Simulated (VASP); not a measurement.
A run of VASP 6.6.1 is set up as follows.

Contents of INCAR:

```
ALGO = Fast
EDIFF = 1E-6
ENCUT = 520
GGA = PE
ISIF = 2
ISMEAR = 0
LASPH = True
LCHARG = True
LELF = True
LREAL = False
LVHAR = True
LWAVE = False
NBANDS = 13
NELM = 100
PREC = Accurate
SIGMA = 0.1
```

Contents of KPOINTS:

```
k-points
0
Gamma
  16 16 16
```

POSCAR

```
W
1.0
   -1.6160043830      1.8421341440      1.6504581440
    1.8076803830     -1.7374790480      1.7374790480
    1.4243283830      1.5458030480     -1.5458030480
W
1
Direct
    0.0000000000      0.0000000000      0.0000000000
```

Potentials or basis: VASP PAW PBE potentials, release 64 (W_sv).

Command:

```bash
$ cat potpaw_PBE.64/W_sv/POTCAR > POTCAR
$ mpirun -np 1 vasp_std > vasp.out
```

**Question.** What does it give for the pressure?

**Answer.** -24.4 GPa.

**Question.** Predict the band gap on the k mesh.

**Answer.** Zero (band 7 reaches 12.34 eV, above the bottom of band 8 at 8.60 eV).

Stress tensor (GPa, compression positive):
```
-19.05  14.17 -14.17
 14.17 -27.12 -11.51
-14.17 -11.51 -27.12
```

Caveat: the cell differs from its parent crystal (strained); spin-orbit coupling is left out, which moves the levels of the heavy elements.
